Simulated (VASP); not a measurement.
# InSe in VASP: further runs, part 2 of 2

VASP 6.6.1. Earlier steps stand in the parts before.

**3. Single point, PBE+D3(BJ) (layers slid over each other)**

INCAR reads:

```
PREC = Accurate ; ENCUT = 520
EDIFF = 1E-6 ; ISMEAR = 0
SIGMA = 0.05 ; LREAL = False
LASPH = True ; NELM = 60
ALGO = Normal ; ISIF = 2
LWAVE = False ; LCHARG = True
LDIPOL = True ; IDIPOL = 3
DIPOL = 0.5 0.5 0.415 ; GGA = PE
IVDW = 12 ; LELF = True
LVHAR = True ; LVACPOTAV = True
NBANDS = 48
```

KPOINTS reads:

```
regular mesh
0
Gamma
  9 9 1
```

POSCAR reads:

```
InSe
1.0
    4.0266103962      0.0000000000      0.0000000000
   -2.0133051981      3.4871468942      0.0000000000
    0.0000000000      0.0000000000     28.2707105020
Se In
4 4
Direct
    0.0000000000      0.0000000000      0.1591753415
    0.0000000000      0.0000000000      0.3496677330
    0.2222222222      0.6666666667      0.4808989590
    0.2222222222      0.6666666667      0.6713913504
    0.6666666667      0.3333333333      0.2049979890
    0.6666666667      0.3333333333      0.3038451602
   -0.4444444444      0.3333333333      0.5267216065
   -0.4444444444      0.3333333333      0.6255687776
```

Potentials or basis: VASP PAW PBE potentials, release 64 (Se, In_d).

The run is started by

```console
cat potpaw_PBE.64/Se/POTCAR potpaw_PBE.64/In_d/POTCAR > POTCAR
mpirun -np 1 vasp_std > vasp.out
```

OUTCAR:

```text
PREC = Accurate
   ENCUT = 520
   EDIFF = 1E-6
   ISMEAR = 0
   LREAL = False
   LASPH = True
   NELM = 60
   ISIF = 2
   GGA = PE
   IVDW = 12
 IVDW          = 12

 ion  position               nearest neighbor table
   1  0.000  0.000  0.159-   5 2.66   5 2.66   5 2.66
   2  0.000  0.000  0.350-   6 2.66   6 2.66   6 2.66
   3  0.222  0.667  0.481-   7 2.66   7 2.66   7 2.66
   4  0.222  0.667  0.671-   8 2.66   8 2.66   8 2.66
   5  0.667  0.333  0.205-   1 2.66   1 2.66   1 2.66   6 2.79
   6  0.667  0.333  0.304-   2 2.66   2 2.66   2 2.66   5 2.79
   7  0.556  0.333  0.527-   3 2.66   3 2.66   3 2.66   8 2.79
   8  0.556  0.333  0.626-   4 2.66   4 2.66   4 2.66   7 2.79

  LATTYP: Found a hexagonal cell.
 ALAT       =     4.0266103962
 C/A-ratio  =     7.0209699276

  Lattice vectors:

 A1 = (   4.0266103962,   0.0000000000,   0.0000000000)
 A2 = (  -2.0133051981,   3.4871468942,   0.0000000000)
 A3 = (   0.0000000000,   0.0000000000,  28.2707105020)

Analysis of symmetry for initial positions (statically):
=====================================================================
 Subroutine PRICEL returns:
 Original cell was already a primitive cell.

 Routine SETGRP: Setting up the symmetry group for a
 hexagonal supercell.

 Subroutine GETGRP returns: Found  2 space group operations
 (whereof  1 operations were pure point group operations)
 out of a pool of 24 trial point group operations.

The static configuration has the point symmetry C_1 .
 The point group associated with its full space group is S_2 .

Analysis of symmetry for dynamics (positions and initial velocities):
=====================================================================
 Subroutine PRICEL returns:
 Original cell was already a primitive cell.

 Routine SETGRP: Setting up the symmetry group for a
 hexagonal supercell.

 Subroutine GETGRP returns: Found  2 space group operations
 (whereof  1 operations were pure point group operations)
 out of a pool of 24 trial point group operations.

The dynamic configuration has the point symmetry C_1 .
 The point group associated with its full space group is S_2 .

 Subroutine INISYM returns: Found  2 space group operations
 (whereof  1 operations are pure point group operations),
 and found     1 'primitive' translations

----------------------------------------------------------------------------------------

                                     Primitive cell

  volume of cell :     396.9598

  direct lattice vectors                    reciprocal lattice vectors
     4.026610396  0.000000000  0.000000000     0.248347841  0.143383693  0.000000000
    -2.013305198  3.487146894  0.000000000     0.000000000  0.286767386  0.000000000
     0.000000000  0.000000000 28.270710502     0.000000000  0.000000000  0.035372298

  length of vectors
     4.026610396  4.026610396 28.270710502     0.286767386  0.286767386  0.035372298

  position of ions in fractional coordinates (direct lattice)
     0.000000000  0.000000000  0.159175342
     0.000000000  0.000000000  0.349667733
     0.222222222  0.666666667  0.480898959
     0.222222222  0.666666667  0.671391350
     0.666666667  0.333333333  0.204997989
     0.666666667  0.333333333  0.303845160
     0.555555556  0.333333333  0.526721606
     0.555555556  0.333333333  0.625568778

  ion indices of the primitive-cell ions
   primitive index   ion index
                 1           1
                 2           2
[... 62 lines left out ...]
   total plane-waves  NPLWV = 189000
   dimension x,y,z NGX =    30 NGY =   30 NGZ =  210
   dimension x,y,z NGXF=    60 NGYF=   60 NGZF=  420
   ions per type =               4   4
   NGX,Y,Z   is equivalent  to a cutoff of  12.39, 12.39, 12.35 a.u.
   NGXF,Y,Z  is equivalent  to a cutoff of  24.77, 24.77, 24.70 a.u.
 SYSTEM =  unknown system
   PREC   = accura    normal or accurate (medium, high low for compatibility)
   ISTART =      0    job   : 0-new  1-cont  2-samecut
   ICHARG =      2    charge: 1-file 2-atom 10-const
   ISPIN  =      1    spin polarized calculation?
   LNONCOLLINEAR =      F non collinear calculations
   LSORBIT =      F    spin-orbit coupling
   LASPH  =      T    aspherical Exc in radial PAW
   ENCUT  =  520.0 eV  38.22 Ry    6.18 a.u.   7.49  7.49 52.56*2*pi/ulx,y,z
   NELM   =     60;   NELMIN=  2; NELMDL= -5     # of ELM steps
   EDIFF  = 0.1E-05   stopping-criterion for ELM
   LREAL  =      F    real-space projection
   EDIFFG = 0.1E-04   stopping-criterion for IOM
   NSW    =      0    number of steps for IOM
   IBRION =     -1    ionic relax: 0-MD 1-quasi-New 2-CG
   NFREE  =      0    steps in history (QN), initial steepest desc. (CG)
   ISIF   =      2    stress and relaxation
   ISYM   =      2    0-nonsym 1-usesym 2-fastsym
   POTIM  = 0.5000    time-step for ionic-motion
   TEBEG  =    0.0;   TEEND  =   0.0 temperature during run
   PSTRESS=    0.0 pullay stress
   NELECT =      76.0000    total number of electrons
   NUPDOWN=      -1.0000    fix difference up-down
   EMIN   =  10.00;   EMAX   =-10.00  energy-range for DOS
   EFERMI =   0.00;   METHOD = LEGACY
   ISMEAR =     0;   SIGMA  =   0.05  broadening in eV -4-tet -1-fermi 0-gaus
   EFERMI_NEDOS =   21; number of points for ismear=-14 and -15
   IALGO  =     38    algorithm
   IMIX   =      4    mixing-type and parameters
     AMIX     =   0.40;   BMIX     =  1.00
     AMIX_MAG =   1.60;   BMIX_MAG =  1.00
  volume/ion in A,a.u.               =      49.62       334.85
  Fermi-wavevector in a.u.,A,eV,Ry     =   0.943548  1.783047 12.113024  0.890282
  Thomas-Fermi vector in A             =   2.071266
   LORBIT       =      0    0 simple, 1 ext, 2 COOP (PROOUT), +10 PAW based schemes
   GGA     = PE    functional components
   LHFCALC =     F    Hartree Fock is set to
   AEXX    =    0.0000 exact exchange contribution
   IVDW    =    12    specifies the selected vdW correction
   LEPSILON=     F    determine dielectric tensor
   LRPA    =     F    only Hartree local field effects (RPA)
 non-spin polarized calculation
 Gauss-broadening in eV      SIGMA  =   0.05
  energy-cutoff  :      520.00
  volume of cell :      396.96
 maximum number of plane-waves:     10749
 NGX is ok and might be reduce to    30
   NGX = 15   NGY = 15   NGZ =105

 number of electron      75.9999998 magnetization

 dipolmoment           0.000000      0.000000     -0.000027 electrons x Angstroem

 Free energy of the ion-electron system (eV)
  ---------------------------------------------------
  ext. energy  EPLUGINS =         0.00000000
  ---------------------------------------------------
  free energy    TOTEN  =       -28.40738816 eV

  energy without entropy =      -28.40738816  energy(sigma->0) =      -28.40738816

 E-fermi :  -0.0393     XC(G=0):  -5.7004

 val. band max:       -0.3114620673   @ k =   0.1111   0.0000   0.0000
 cond. band min:       0.9609716118   @ k =   0.0000   0.0000   0.0000
 fundamental gap:      1.2724336791
 Fermi energy:        -0.0392596012

 k-point     1 :       0.0000    0.0000    0.0000
  band No.  band energies     occupation
      1     -14.5173      2.00000
      2     -14.5172      2.00000
      3     -14.3340      2.00000
      4     -14.3339      2.00000
      5     -14.3338      2.00000
      6     -14.3337      2.00000
[... 1213 lines left out ...]
     47       4.4626      0.00000
     48       4.5739      0.00000

 [... further k-points ...]

------------------------ aborting loop because EDIFF is reached ----------------------------------------

 Edisp (eV)   -1.96903

 E8    (eV) :    -0.9234

  FORCE on cell =-STRESS in cart. coord.  units (eV):
  Direction    XX          YY          ZZ          XY          YZ          ZX
  --------------------------------------------------------------------------------------
  -------------------------------------------------------------------------------------
  Total      -0.07086    -0.06554    -0.51367    -0.01482    -0.01225     0.02528
  in kB      -0.28599    -0.26455    -2.07323    -0.05981    -0.04945     0.10204
  external pressure =       -0.87 kB  Pullay stress =        0.00 kB

 VOLUME and BASIS-vectors are now :
 -----------------------------------------------------------------------------
  energy-cutoff  :      520.00
  volume of cell :      396.96
      direct lattice vectors                 reciprocal lattice vectors
     4.026610396  0.000000000  0.000000000     0.248347841  0.143383693  0.000000000
    -2.013305198  3.487146894  0.000000000     0.000000000  0.286767386  0.000000000
     0.000000000  0.000000000 28.270710502     0.000000000  0.000000000  0.035372298

 POSITION                                       TOTAL-FORCE (eV/Angst)
 -----------------------------------------------------------------------------------
      0.00000      0.00000      4.50000        -0.000305      0.000085     -0.012458
      0.00000      0.00000      9.88536        -0.007713      0.002518      0.082524
     -0.44740      2.32476     13.59536         0.007713     -0.002518     -0.082524
     -0.44740      2.32476     18.98071         0.000305     -0.000085      0.012458
      2.01331      1.16238      5.79544        -0.000849      0.000246      0.015142
      2.01331      1.16238      8.58992         0.002665     -0.000125      0.022968
      1.56590      1.16238     14.89079        -0.002665      0.000125     -0.022968
      1.56590      1.16238     17.68527         0.000849     -0.000246     -0.015142
 -----------------------------------------------------------------------------------
    total drift:                               -0.000164     -0.000000     -0.003178

  FREE ENERGIE OF THE ION-ELECTRON SYSTEM (eV)
  ---------------------------------------------------
  free  energy   TOTEN  =       -30.3764225662 eV

  energy  without entropy=      -30.3764225662  energy(sigma->0) =      -30.37642257

 vacuum level on the upper side and lower side of the slab         5.488         5.488
```

Run time: 18 min. Hardware: 1 thread of Oxide Virtual Turin-like, shared host; peak memory 0.79 GiB.

What came out:

```yaml
Free_energy: -30.3764 eV
Largest_force: 0.083 eV/Å
Band_gap_on_the_k_mesh: 1.27 eV (least direct gap 1.31 eV)
Dispersion_energy_per_atom: -0.246 eV
```

Forces on the atoms (eV/Å):
```
Se   0.000  0.000 -0.012
Se  -0.008  0.003  0.083
Se   0.008 -0.003 -0.083
Se   0.000  0.000  0.012
In  -0.001  0.000  0.015
In   0.003  0.000  0.023
In  -0.003  0.000 -0.023
In   0.001  0.000 -0.015
```

Caveat: the cell differs from its parent crystal (layers slid over each other); spin-orbit coupling is left out, which moves the levels of the heavy elements.
